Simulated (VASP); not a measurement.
# AgBr (Fm-3m) in VASP: further runs

The runs below take AgBr through electric field gradients, with PBEsol.

Program: VASP 6.6.1. These are calculated values, not measurements. Logs are shortened: lines on timing, memory, paths and dates and some standing lists are left out, and cuts for length are marked.

### Step 1. The cell of the first run

Symmetry: Fm-3m, No. 225, cubic system. The conventional cell has a = 5.694 Å, b = 5.694 Å, c = 5.694 Å, α = 90.00°, β = 90.00°, γ = 90.00°. Within 3.8 Å of Ag (site symmetry m-3m) lie 6 Br at 2.85 Å. Within 3.8 Å of Br (site symmetry m-3m) lie 6 Ag at 2.85 Å.

### Step 2. Electric field gradients, PBEsol (volume scaled by 0.96)

The input, INCAR:

```
SYSTEM = AgBr
  PREC = Accurate
  ENCUT = 400
  EDIFF = 1E-8
  ISMEAR = -1
  SIGMA = 0.02
  LREAL = .False.
  LASPH = .True.
  NELM = 120
  ALGO = Normal
  ISIF = 2
  LWAVE = .False.
  LCHARG = .False.
  GGA = PS
  LEFG = .True.
  NBANDS = 16
  GGA_COMPAT = .False.
```

The input, KPOINTS:

```
Automatic mesh
0
Gamma
  7 7 7
  0 0 0
```

The input, POSCAR:

```
AgBr
1.0
    0.0000000000      2.8470445428      2.8470445428
    2.8470445428      0.0000000000      2.8470445428
    2.8470445428      2.8470445428      0.0000000000
Ag Br
1 1
Direct
    0.5000000000      0.5000000000      0.5000000000
    0.0000000000      0.0000000000      0.0000000000
```

Potentials or basis: VASP PAW PBE potentials, release 64 (Ag, Br).

Started as:

```bash
$ cat potpaw_PBE.64/Ag/POTCAR potpaw_PBE.64/Br/POTCAR > POTCAR
$ mpirun -np 1 vasp_std > vasp.out
```

OUTCAR:

```text
SYSTEM = AgBr
   PREC = Accurate
   ENCUT = 400
   EDIFF = 1E-8
   ISMEAR = -1
   LREAL = .False.
   LASPH = .True.
   NELM = 120
   ISIF = 2
   GGA = PS

 ion  position               nearest neighbor table
   1  0.500  0.500  0.500-   2 2.85   2 2.85   2 2.85   2 2.85   2 2.85   2 2.85
   2  0.000  0.000  0.000-   1 2.85   1 2.85   1 2.85   1 2.85   1 2.85   1 2.85

  LATTYP: Found a face centered cubic cell.
 ALAT       =     5.6940890856

  Lattice vectors:

 A1 = (   0.0000000000,   2.8470445428,   2.8470445428)
 A2 = (   2.8470445428,   0.0000000000,   2.8470445428)
 A3 = (   2.8470445428,   2.8470445428,   0.0000000000)

Analysis of symmetry for initial positions (statically):
=====================================================================
 Subroutine PRICEL returns:
 Original cell was already a primitive cell.

 Routine SETGRP: Setting up the symmetry group for a
 face centered cubic supercell.

 Subroutine GETGRP returns: Found 48 space group operations
 (whereof 48 operations were pure point group operations)
 out of a pool of 48 trial point group operations.

The static configuration has the point symmetry O_h .

Analysis of symmetry for dynamics (positions and initial velocities):
=====================================================================
 Subroutine PRICEL returns:
 Original cell was already a primitive cell.

 Routine SETGRP: Setting up the symmetry group for a
 face centered cubic supercell.

 Subroutine GETGRP returns: Found 48 space group operations
 (whereof 48 operations were pure point group operations)
 out of a pool of 48 trial point group operations.

The dynamic configuration has the point symmetry O_h .

 Subroutine INISYM returns: Found 48 space group operations
 (whereof 48 operations are pure point group operations),
 and found     1 'primitive' translations

----------------------------------------------------------------------------------------

                                     Primitive cell

  volume of cell :      46.1544

  direct lattice vectors                    reciprocal lattice vectors
     0.000000000  2.847044543  2.847044543    -0.175620716  0.175620716  0.175620716
     2.847044543  0.000000000  2.847044543     0.175620716 -0.175620716  0.175620716
     2.847044543  2.847044543  0.000000000     0.175620716  0.175620716 -0.175620716

  length of vectors
     4.026329005  4.026329005  4.026329005     0.304184002  0.304184002  0.304184002

  position of ions in fractional coordinates (direct lattice)
     0.500000000  0.500000000  0.500000000
     0.000000000  0.000000000  0.000000000

  ion indices of the primitive-cell ions
   primitive index   ion index
                 1           1
                 2           2

----------------------------------------------------------------------------------------

 KPOINTS: Automatic mesh

Automatic generation of k-mesh.
 Grid dimensions read from file:
 generate k-points for:    7    7    7

 Generating k-lattice:

  Cartesian coordinates                     Fractional coordinates (reciprocal lattice)
    -0.025088674  0.025088674  0.025088674     0.142857143  0.000000000  0.000000000
     0.025088674 -0.025088674  0.025088674     0.000000000  0.142857143  0.000000000
     0.025088674  0.025088674 -0.025088674     0.000000000  0.000000000  0.142857143

  Length of vectors
     0.043454857  0.043454857  0.043454857

  Shift w.r.t. Gamma in fractional coordinates (k-lattice)
     0.000000000  0.000000000  0.000000000

 Subroutine IBZKPT returns following result:
 ===========================================

 Found     20 irreducible k-points:

 Following reciprocal coordinates:
            Coordinates               Weight
  0.000000  0.000000  0.000000      1.000000
  0.142857  0.000000  0.000000      8.000000
  0.285714  0.000000  0.000000      8.000000
  0.428571  0.000000  0.000000      8.000000
  0.142857  0.142857  0.000000      6.000000
  0.285714  0.142857  0.000000     24.000000
[... 12 lines left out ...]
 -0.428571  0.428571  0.142857     24.000000
 -0.285714  0.428571  0.142857     24.000000
   k-points           NKPTS =     20   k-points in BZ     NKDIM =     20   number of bands    NBANDS=     16
   number of dos      NEDOS =    301   number of ions     NIONS =      2
   total plane-waves  NPLWV =  21952
   dimension x,y,z NGX =    28 NGY =   28 NGZ =   28
   dimension x,y,z NGXF=    56 NGYF=   56 NGZF=   56
   ions per type =               1   1
   NGX,Y,Z   is equivalent  to a cutoff of  11.56, 11.56, 11.56 a.u.
   NGXF,Y,Z  is equivalent  to a cutoff of  23.12, 23.12, 23.12 a.u.
 SYSTEM =  AgBr
   PREC   = accura    normal or accurate (medium, high low for compatibility)
   ISTART =      0    job   : 0-new  1-cont  2-samecut
   ICHARG =      2    charge: 1-file 2-atom 10-const
   ISPIN  =      1    spin polarized calculation?
   LNONCOLLINEAR =      F non collinear calculations
   LSORBIT =      F    spin-orbit coupling
   LASPH  =      T    aspherical Exc in radial PAW
   ENCUT  =  400.0 eV  29.40 Ry    5.42 a.u.   6.57  6.57  6.57*2*pi/ulx,y,z
   NELM   =    120;   NELMIN=  2; NELMDL= -5     # of ELM steps
   EDIFF  = 0.1E-07   stopping-criterion for ELM
   LREAL  =      F    real-space projection
   EDIFFG = 0.1E-06   stopping-criterion for IOM
   NSW    =      0    number of steps for IOM
   IBRION =     -1    ionic relax: 0-MD 1-quasi-New 2-CG
   NFREE  =      0    steps in history (QN), initial steepest desc. (CG)
   ISIF   =      2    stress and relaxation
   ISYM   =      2    0-nonsym 1-usesym 2-fastsym
   POTIM  = 0.5000    time-step for ionic-motion
   TEBEG  =    0.0;   TEEND  =   0.0 temperature during run
   PSTRESS=    0.0 pullay stress
   NELECT =      18.0000    total number of electrons
   NUPDOWN=      -1.0000    fix difference up-down
   EMIN   =  10.00;   EMAX   =-10.00  energy-range for DOS
   EFERMI =   0.00;   METHOD = LEGACY
   ISMEAR =    -1;   SIGMA  =   0.02  broadening in eV -4-tet -1-fermi 0-gaus
   EFERMI_NEDOS =   21; number of points for ismear=-14 and -15
   IALGO  =     38    algorithm
   IMIX   =      4    mixing-type and parameters
     AMIX     =   0.40;   BMIX     =  1.00
     AMIX_MAG =   1.60;   BMIX_MAG =  1.00
  volume/ion in A,a.u.               =      23.08       155.73
  Fermi-wavevector in a.u.,A,eV,Ry     =   1.196083  2.260270 19.464700  1.430615
  Thomas-Fermi vector in A             =   2.332032
   LORBIT       =      0    0 simple, 1 ext, 2 COOP (PROOUT), +10 PAW based schemes
   GGA     = PS    functional components
   LHFCALC =     F    Hartree Fock is set to
   AEXX    =    0.0000 exact exchange contribution
   IVDW    =     0    specifies the selected vdW correction
   LEPSILON=     F    determine dielectric tensor
   LRPA    =     F    only Hartree local field effects (RPA)
 non-spin polarized calculation
  energy-cutoff  :      400.00
  volume of cell :       46.15
 maximum number of plane-waves:       869
 NGX is ok and might be reduce to    28
   NGX = 13   NGY = 13   NGZ = 13

 number of electron      18.0000005 magnetization

 Free energy of the ion-electron system (eV)
  ---------------------------------------------------
  ext. energy  EPLUGINS =         0.00000000
  ---------------------------------------------------
  free energy    TOTEN  =        -5.69647163 eV

  energy without entropy =       -5.69647162  energy(sigma->0) =       -5.69647163

 E-fermi :   4.0454     XC(G=0): -10.2106

 val. band max:        3.7246789711   @ k =   0.4286   0.0000   0.0000
 cond. band min:       4.3006252937   @ k =   0.0000   0.0000   0.0000
 fundamental gap:      0.5759463226
 Fermi energy:         4.0454394293

 k-point     1 :       0.0000    0.0000    0.0000
  band No.  band energies     occupation
      1     -11.4717      2.00000
      2       0.8708      2.00000
      3       0.8708      2.00000
      4       0.8710      2.00000
      5       0.8710      2.00000
      6       0.8710      2.00000
[... 8 lines left out ...]
     15      15.5551      0.00000
     16      15.5551      0.00000
[... 343 lines left out ...]
 k-point    20 :      -0.2857    0.4286    0.1429
  band No.  band energies     occupation
      1     -10.9202      2.00000
      2      -0.7415      2.00000
      3      -0.4561      2.00000
      4      -0.3121      2.00000
      5       1.1670      2.00000
      6       1.2676      2.00000
[... 8 lines left out ...]
     15      16.5086      0.00000
     16      19.1069      0.00000

------------------------ aborting loop because EDIFF is reached ----------------------------------------

  FORCE on cell =-STRESS in cart. coord.  units (eV):
  Direction    XX          YY          ZZ          XY          YZ          ZX
  --------------------------------------------------------------------------------------
  -------------------------------------------------------------------------------------
  Total       -0.2148975     -0.2148975     -0.2148975      0.0000000     -0.0000000     -0.0000000
  in kB       -7.4598353     -7.4598353     -7.4598353      0.0000000     -0.0000000     -0.0000000
  external PRESSURE =      -7.4598353 kB  Pullay stress =       0.0000000 kB

 VOLUME and BASIS-vectors are now :
 -----------------------------------------------------------------------------
  energy-cutoff  :      400.00
  volume of cell :       46.15
      direct lattice vectors                 reciprocal lattice vectors
     0.000000000  2.847044543  2.847044543    -0.175620716  0.175620716  0.175620716
     2.847044543  0.000000000  2.847044543     0.175620716 -0.175620716  0.175620716
     2.847044543  2.847044543  0.000000000     0.175620716  0.175620716 -0.175620716

 POSITION                                       TOTAL-FORCE (eV/Angst)
 -----------------------------------------------------------------------------------
      2.84704      2.84704      2.84704         0.000000      0.000000      0.000000
      0.00000      0.00000      0.00000        -0.000000     -0.000000     -0.000000
 -----------------------------------------------------------------------------------
    total drift:                                0.000000      0.000000      0.000000

  FREE ENERGIE OF THE ION-ELECTRON SYSTEM (eV)
  ---------------------------------------------------
  free  energy   TOTEN  =        -5.6964716305 eV

  energy  without entropy=       -5.6964716201  energy(sigma->0) =       -5.69647163

 Electric field gradients (V/A^2)
---------------------------------------------------------------------
 ion       V_xx      V_yy      V_zz      V_xy      V_xz      V_yz
---------------------------------------------------------------------
   1      -0.000    -0.000    -0.000    -0.002    -0.002    -0.002
   2       0.000     0.000     0.000     0.000     0.000     0.000
---------------------------------------------------------------------

 Electric field gradients after diagonalization (V/A^2)
 (convention: |V_zz| > |V_xx| > |V_yy|)
----------------------------------------------------------------------
 ion       V_xx      V_yy      V_zz     asymmetry (V_yy - V_xx)/ V_zz
----------------------------------------------------------------------
   1       0.002     0.002    -0.003       0.000
   2      -0.000    -0.000     0.000       0.000
----------------------------------------------------------------------

           NMR quadrupolar parameters

 Cq : quadrupolar parameter    Cq=e*Q*V_zz/h
 eta: asymmetry parameters     (V_yy - V_xx)/ V_zz
 Q  : nuclear electric quadrupole moment in mb (millibarn)
----------------------------------------------------------------------
 ion       Cq(MHz)       eta       Q (mb)
----------------------------------------------------------------------
   1      -0.000       0.000       1.000
   2       0.000       0.000       1.000
----------------------------------------------------------------------
```

Run time: 28 s. Hardware: 1 thread of Intel Xeon 8259CL, shared host; peak memory 0.16 GiB.

What came out:

```
Free energy            : -5.6965 eV
Pressure               : -0.7 GPa
Band gap on the k mesh : 0.58 eV, indirect (least direct gap 2.54 eV)
```

Caveat: without QUAD_EFG the Cq values of the log hold for a quadrupole moment of 1 mb, not for the nuclei; the PAW data sets were made with another functional, which shifts forces and pressure a little. A k mesh can miss the band edges.

(Continued in part 2 of 2.)
